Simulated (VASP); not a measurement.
# Cu2Sn2Pd (P-3m1) in VASP: a series of runs

Cu2Sn2Pd is run at these levels: LDA; tasks: single point.

All numbers are computed with VASP 6.6.1; they aren't measurements. Logs are shortened: lines on timing, memory, paths and dates and some standing lists are left out, and cuts for length are marked.

### 1 The cell of the first run

It takes space group P-3m1 (No. 164, trigonal). The conventional cell has a = 4.452 Å, b = 4.452 Å, c = 5.567 Å, α = 90.00°, β = 90.00°, γ = 120.00°. Cu (site symmetry 3m) has 5 Sn at 2.62 to 2.79 Å and 3 Pd at 2.81 Å and 3 Cu at 3.42 Å within 3.5 Å. Sn (site symmetry 3m) has 5 Cu at 2.62 to 2.79 Å and 3 Pd at 3.05 Å and 3 Sn at 3.43 Å within 3.5 Å. Within 3.7 Å of Pd (site symmetry -3m) lie 6 Cu at 2.81 Å and 6 Sn at 3.05 Å.

### 2 Single point, LDA

Input file INCAR:

```
  PREC = Accurate
  ENCUT = 520
  EDIFF = 1E-7
  ISMEAR = -1
  SIGMA = 0.1
  LREAL = F
  LASPH = T
  NELM = 80
  ALGO = Normal
  ISIF = 2
  LWAVE = F
  LCHARG = F
  GGA = CA
  NBANDS = 38
```

Input file KPOINTS:

```
regular mesh
0
Gamma
  6 6 4
```

Input file POSCAR:

```
Cu2Sn2Pd
1.0
    4.4523654402      0.0000000000      0.0000000000
   -2.2261822160      3.8558618466      0.0000000000
    0.0000000000      0.0000000000      5.5674821522
Cu Sn Pd
2 2 1
Direct
    0.3333333333      0.6666666667      0.7023370000
    0.6666666667      0.3333333333      0.2976630000
    0.3333333333      0.6666666667      0.2042310000
    0.6666666667      0.3333333333      0.7957690000
    0.0000000000      0.0000000000      0.5000000000
```

Potentials or basis: VASP PAW LDA potentials, release 64 (Cu, Sn_d, Pd).

Run with:

```console
$ cat potpaw_LDA.64/Cu/POTCAR potpaw_LDA.64/Sn_d/POTCAR potpaw_LDA.64/Pd/POTCAR > POTCAR
$ mpirun -np 1 vasp_std > vasp.out
```

OUTCAR:

```text
PREC = Accurate
   ENCUT = 520
   EDIFF = 1E-7
   ISMEAR = -1
   LREAL = F
   LASPH = T
   NELM = 80
   ISIF = 2
   GGA = CA

 ion  position               nearest neighbor table
   1  0.333  0.667  0.702-   4 2.62   4 2.62   4 2.62   3 2.77   3 2.79   5 2.81   5 2.81   5 2.81

   2  0.667  0.333  0.298-   3 2.62   3 2.62   3 2.62   4 2.77   4 2.79   5 2.81   5 2.81   5 2.81

   3  0.333  0.667  0.204-   2 2.62   2 2.62   2 2.62   1 2.77   1 2.79   5 3.05   5 3.05   5 3.05
                             4 3.43   4 3.43   4 3.43
   4  0.667  0.333  0.796-   1 2.62   1 2.62   1 2.62   2 2.77   2 2.79   5 3.05   5 3.05   5 3.05
                             3 3.43   3 3.43   3 3.43
   5  0.000  0.000  0.500-   1 2.81   2 2.81   1 2.81   2 2.81   2 2.81   1 2.81   3 3.05   4 3.05
                             4 3.05   3 3.05   4 3.05   3 3.05

  LATTYP: Found a hexagonal cell.
 ALAT       =     4.4523654402
 C/A-ratio  =     1.2504548935

  Lattice vectors:

 A1 = (   4.4523654402,   0.0000000000,   0.0000000000)
 A2 = (  -2.2261822160,   3.8558618466,   0.0000000000)
 A3 = (   0.0000000000,   0.0000000000,   5.5674821522)

Analysis of symmetry for initial positions (statically):
=====================================================================
 Subroutine PRICEL returns:
 Original cell was already a primitive cell.

 Routine SETGRP: Setting up the symmetry group for a
 hexagonal supercell.

 Subroutine GETGRP returns: Found 12 space group operations
 (whereof 12 operations were pure point group operations)
 out of a pool of 24 trial point group operations.

The static configuration has the point symmetry D_3d.

Analysis of symmetry for dynamics (positions and initial velocities):
=====================================================================
 Subroutine PRICEL returns:
 Original cell was already a primitive cell.

 Routine SETGRP: Setting up the symmetry group for a
 hexagonal supercell.

 Subroutine GETGRP returns: Found 12 space group operations
 (whereof 12 operations were pure point group operations)
 out of a pool of 24 trial point group operations.

The dynamic configuration has the point symmetry D_3d.

 Subroutine INISYM returns: Found 12 space group operations
 (whereof 12 operations are pure point group operations),
 and found     1 'primitive' translations

----------------------------------------------------------------------------------------

                                     Primitive cell

  volume of cell :      95.5809

  direct lattice vectors                    reciprocal lattice vectors
     4.452365440  0.000000000  0.000000000     0.224599713  0.129672666  0.000000000
    -2.226182216  3.855861847  0.000000000     0.000000000  0.259345391  0.000000000
     0.000000000  0.000000000  5.567482152     0.000000000  0.000000000  0.179614406

  length of vectors
     4.452365440  4.452365421  5.567482152     0.259345390  0.259345391  0.179614406

  position of ions in fractional coordinates (direct lattice)
     0.333333333  0.666666667  0.702337000
     0.666666667  0.333333333  0.297663000
     0.333333333  0.666666667  0.204231000
     0.666666667  0.333333333  0.795769000
     0.000000000  0.000000000  0.500000000

  ion indices of the primitive-cell ions
   primitive index   ion index
                 1           1
                 2           2
                 3           3
                 4           4
                 5           5

----------------------------------------------------------------------------------------

 KPOINTS: regular mesh

Automatic generation of k-mesh.
 Grid dimensions read from file:
 generate k-points for:    6    6    4

 Generating k-lattice:

  Cartesian coordinates                     Fractional coordinates (reciprocal lattice)
     0.037433285  0.021612111  0.000000000     0.166666667  0.000000000  0.000000000
     0.000000000  0.043224232  0.000000000     0.000000000  0.166666667  0.000000000
     0.000000000  0.000000000  0.044903602     0.000000000  0.000000000  0.250000000

  Length of vectors
     0.043224232  0.043224232  0.044903602

  Shift w.r.t. Gamma in fractional coordinates (k-lattice)
     0.000000000  0.000000000  0.000000000

 Subroutine IBZKPT returns following result:
 ===========================================

 Found     24 irreducible k-points:

 Following reciprocal coordinates:
            Coordinates               Weight
  0.000000  0.000000  0.000000      1.000000
  0.166667 -0.000000  0.000000      6.000000
  0.333333  0.000000  0.000000      6.000000
  0.500000 -0.000000  0.000000      3.000000
  0.166667  0.166667  0.000000      6.000000
  0.333333  0.166667  0.000000     12.000000
[... 16 lines left out ...]
  0.333333  0.166667  0.500000     12.000000
  0.333333  0.333333  0.500000      2.000000
   k-points           NKPTS =     24   k-points in BZ     NKDIM =     24   number of bands    NBANDS=     38
   number of dos      NEDOS =    301   number of ions     NIONS =      5
   total plane-waves  NPLWV =  54432
   dimension x,y,z NGX =    36 NGY =   36 NGZ =   42
   dimension x,y,z NGXF=    72 NGYF=   72 NGZF=   84
   ions per type =               2   2   1
   NGX,Y,Z   is equivalent  to a cutoff of  13.44, 13.44, 12.54 a.u.
   NGXF,Y,Z  is equivalent  to a cutoff of  26.88, 26.88, 25.08 a.u.
 SYSTEM =  unknown system
   PREC   = accura    normal or accurate (medium, high low for compatibility)
   ISTART =      0    job   : 0-new  1-cont  2-samecut
   ICHARG =      2    charge: 1-file 2-atom 10-const
   ISPIN  =      1    spin polarized calculation?
   LNONCOLLINEAR =      F non collinear calculations
   LSORBIT =      F    spin-orbit coupling
   LASPH  =      T    aspherical Exc in radial PAW
   ENCUT  =  520.0 eV  38.22 Ry    6.18 a.u.   8.28  8.28 10.35*2*pi/ulx,y,z
   NELM   =     80;   NELMIN=  2; NELMDL= -5     # of ELM steps
   EDIFF  = 0.1E-06   stopping-criterion for ELM
   LREAL  =      F    real-space projection
   EDIFFG = 0.1E-05   stopping-criterion for IOM
   NSW    =      0    number of steps for IOM
   IBRION =     -1    ionic relax: 0-MD 1-quasi-New 2-CG
   NFREE  =      0    steps in history (QN), initial steepest desc. (CG)
   ISIF   =      2    stress and relaxation
   ISYM   =      2    0-nonsym 1-usesym 2-fastsym
   POTIM  = 0.5000    time-step for ionic-motion
   TEBEG  =    0.0;   TEEND  =   0.0 temperature during run
   PSTRESS=    0.0 pullay stress
   NELECT =      60.0000    total number of electrons
   NUPDOWN=      -1.0000    fix difference up-down
   EMIN   =  10.00;   EMAX   =-10.00  energy-range for DOS
   EFERMI =   0.00;   METHOD = LEGACY
   ISMEAR =    -1;   SIGMA  =   0.10  broadening in eV -4-tet -1-fermi 0-gaus
   EFERMI_NEDOS =   21; number of points for ismear=-14 and -15
   IALGO  =     38    algorithm
   IMIX   =      4    mixing-type and parameters
     AMIX     =   0.40;   BMIX     =  1.00
     AMIX_MAG =   1.60;   BMIX_MAG =  1.00
  volume/ion in A,a.u.               =      19.12       129.00
  Fermi-wavevector in a.u.,A,eV,Ry     =   1.401742  2.648909 26.733840  1.964882
  Thomas-Fermi vector in A             =   2.524573
   LORBIT       =      0    0 simple, 1 ext, 2 COOP (PROOUT), +10 PAW based schemes
   GGA     = CA    functional components
   LHFCALC =     F    Hartree Fock is set to
   AEXX    =    0.0000 exact exchange contribution
   IVDW    =     0    specifies the selected vdW correction
   LEPSILON=     F    determine dielectric tensor
   LRPA    =     F    only Hartree local field effects (RPA)
 non-spin polarized calculation
  energy-cutoff  :      520.00
  volume of cell :       95.58
 maximum number of plane-waves:      2594
 NGX is ok and might be reduce to    36
   NGX = 17   NGY = 17   NGZ = 21

 number of electron      60.0000007 magnetization

 Free energy of the ion-electron system (eV)
  ---------------------------------------------------
  ext. energy  EPLUGINS =         0.00000000
  ---------------------------------------------------
  free energy    TOTEN  =       -25.09898121 eV

  energy without entropy =      -25.01729222  energy(sigma->0) =      -25.05813672

 E-fermi :   7.6008     XC(G=0): -11.4762

 val. band max:        7.5772455087   @ k =   0.1667  -0.0000   0.2500
 cond. band min:       7.6248460251   @ k =   0.3333   0.1667   0.0000
 fundamental gap:      0.0476005164
 Fermi energy:         7.6008316451

 k-point     1 :       0.0000    0.0000    0.0000
  band No.  band energies     occupation
      1     -13.7647      2.00000
      2     -13.7473      2.00000
      3     -13.7473      2.00000
      4     -13.7201      2.00000
      5     -13.7201      2.00000
      6     -13.7178      2.00000
[... 30 lines left out ...]
     37      12.2048      0.00000
     38      14.4976      0.00000

 k-point     2 :       0.1667   -0.0000    0.0000
  band No.  band energies     occupation
      1     -13.7632      2.00000
      2     -13.7470      2.00000
      3     -13.7410      2.00000
      4     -13.7272      2.00000
      5     -13.7167      2.00000
      6     -13.7129      2.00000
[... 30 lines left out ...]
     37      13.6492      0.00000
     38      14.2614      0.00000

 k-point     3 :       0.3333    0.0000    0.0000
  band No.  band energies     occupation
      1     -13.7594      2.00000
      2     -13.7468      2.00000
      3     -13.7354      2.00000
      4     -13.7274      2.00000
      5     -13.7089      2.00000
      6     -13.7086      2.00000
[... 30 lines left out ...]
     37      13.7722      0.00000
     38      14.2867      0.00000

 k-point     4 :       0.5000   -0.0000    0.0000
  band No.  band energies     occupation
      1     -13.7581      2.00000
      2     -13.7467      2.00000
      3     -13.7339      2.00000
      4     -13.7269      2.00000
      5     -13.7029      2.00000
      6     -13.7027      2.00000
[... 30 lines left out ...]
     37      13.7071      0.00000
     38      16.9815      0.00000
[... 703 lines left out ...]
      4     -13.7256      2.00000
      5     -13.7196      2.00000
      6     -13.7153      2.00000
[... 30 lines left out ...]
     37      12.8881      0.00000
     38      14.8465      0.00000

 k-point    23 :       0.3333    0.1667    0.5000
  band No.  band energies     occupation
      1     -13.7480      2.00000
      2     -13.7387      2.00000
      3     -13.7295      2.00000
      4     -13.7205      2.00000
      5     -13.7102      2.00000
      6     -13.7013      2.00000
[... 30 lines left out ...]
     37      13.9314      0.00000
     38      14.8355      0.00000

 k-point    24 :       0.3333    0.3333    0.5000
  band No.  band energies     occupation
      1     -13.7382      2.00000
      2     -13.7382      2.00000
      3     -13.7379      2.00000
      4     -13.7115      2.00000
      5     -13.7079      2.00000
      6     -13.7079      2.00000
[... 30 lines left out ...]
     37      14.7248      0.00000
     38      14.7319      0.00000

------------------------ aborting loop because EDIFF is reached ----------------------------------------

  FORCE on cell =-STRESS in cart. coord.  units (eV):
  Direction    XX          YY          ZZ          XY          YZ          ZX
  --------------------------------------------------------------------------------------
  -------------------------------------------------------------------------------------
  Total       -6.3872559     -6.3872568     -4.9624751     -0.0000008      0.0000000     -0.0000000
  in kB     -107.0665475   -107.0665624    -83.1836217     -0.0000140      0.0000000     -0.0000000
  external PRESSURE =     -99.1055772 kB  Pullay stress =       0.0000000 kB

 VOLUME and BASIS-vectors are now :
 -----------------------------------------------------------------------------
  energy-cutoff  :      520.00
  volume of cell :       95.58
      direct lattice vectors                 reciprocal lattice vectors
     4.452365440  0.000000000  0.000000000     0.224599713  0.129672666  0.000000000
    -2.226182216  3.855861847  0.000000000     0.000000000  0.259345391  0.000000000
     0.000000000  0.000000000  5.567482152     0.000000000  0.000000000  0.179614406

 POSITION                                       TOTAL-FORCE (eV/Angst)
 -----------------------------------------------------------------------------------
      0.00000      2.57057      3.91025        -0.000000      0.000000     -0.182266
      2.22618      1.28529      1.65723        -0.000000      0.000000      0.182266
      0.00000      2.57057      1.13705         0.000000      0.000000      0.285737
      2.22618      1.28529      4.43043        -0.000000     -0.000000     -0.285737
      0.00000      0.00000      2.78374         0.000000      0.000000     -0.000000
 -----------------------------------------------------------------------------------
    total drift:                                0.000000     -0.000000      0.000000

  FREE ENERGIE OF THE ION-ELECTRON SYSTEM (eV)
  ---------------------------------------------------
  free  energy   TOTEN  =       -25.0989812142 eV

  energy  without entropy=      -25.0172922227  energy(sigma->0) =      -25.05813672
```

Wall time 44 s (1 thread of Intel Xeon 6975P-C (Granite Rapids), shared host); peak memory 0.24 GiB.

What came out:

| Quantity | Value |
| --- | --- |
| Free energy | -25.0990 eV |
| Pressure | -9.9 GPa |
| Largest force | 0.286 eV/Å |
| Band gap on the k mesh | zero (band 30 reaches 8.95 eV, above the bottom of band 31 at 5.95 eV) |

Forces on the atoms (eV/Å):
```
Cu   0.000  0.000 -0.182
Cu   0.000  0.000  0.182
Sn   0.000  0.000  0.286
Sn   0.000  0.000 -0.286
Pd   0.000  0.000  0.000
```

Caveat: spin-orbit coupling is left out, which moves the levels of the heavy elements.

### 3 Single point, LDA

This run uses another cell than the first one, of 19.58 Å³/atom, 1.024 times its volume.

Input file INCAR:

```
ALGO = Normal
EDIFF = 1E-6
ENCUT = 520
GGA = CA
ISIF = 2
ISMEAR = -1
LASPH = T
LCHARG = F
LREAL = F
LWAVE = F
NBANDS = 38
NELM = 100
PREC = Accurate
SIGMA = 0.1
```

Input file KPOINTS:

```
k-points
0
Gamma
  6 6 4
```

POSCAR: that of step 2 with these lines changed.

```diff
@@ -2,5 +2,5 @@
 1.0
-    4.4523654402      0.0000000000      0.0000000000
-   -2.2261822160      3.8558618466      0.0000000000
-    0.0000000000      0.0000000000      5.5674821522
+    4.4882731638      0.0000000000      0.0000000000
+   -2.2441360737      3.8869588495      0.0000000000
+    0.0000000000      0.0000000000      5.6123831409
 Cu Sn Pd
```

Potentials or basis: VASP PAW LDA potentials, release 64 (Cu, Sn_d, Pd).

Run with:

```console
$ cat potpaw_LDA.64/Cu/POTCAR potpaw_LDA.64/Sn_d/POTCAR potpaw_LDA.64/Pd/POTCAR > POTCAR
$ mpirun -np 1 vasp_std > vasp.out
```

Run time: 38 s. Hardware: 1 thread of Intel Xeon 6975P-C (Granite Rapids), shared host; peak memory 0.24 GiB.

Results (log left out):

```
Free energy            : -24.9456 eV
Pressure               : -11.2 GPa
Largest force          : 0.353 eV/Å
Band gap on the k mesh : zero (band 30 reaches 8.62 eV, above the bottom of band 31 at 5.69 eV)
```

Forces in eV/Å, atoms in the order of the input:
```
Cu   0.000  0.000 -0.194
Cu   0.000  0.000  0.194
Sn   0.000  0.000  0.353
Sn   0.000  0.000 -0.353
Pd   0.000  0.000  0.000
```

Stress tensor (GPa, compression positive):
```
-12.10   0.00   0.00
  0.00 -12.10   0.00
  0.00   0.00  -9.54
```

Levels at points of the mesh, in eV from the Fermi level:
```tsv
k point	band 26	band 27	band 28	band 29	band 30	band 31	band 32	band 33	band 34	band 35
(0.00, 0.00, 0.00)	-2.01	-2.01	-1.54	0.74	1.34	1.34	2.66	2.66	3.29	4.03
(0.50, 0.00, 0.00)	-2.18	-2.02	-2.01	-1.91	-1.26	-0.61	-0.09	2.54	3.08	4.95
(0.00, 0.00, 0.50)	-2.02	-2.02	0.21	1.23	1.23	1.26	2.84	2.91	2.91	3.59
(0.50, 0.00, 0.50)	-2.10	-2.08	-1.91	-1.70	-0.51	0.82	1.28	2.34	4.42	4.79
```

Caveat: spin-orbit coupling is left out, which moves the levels of the heavy elements.
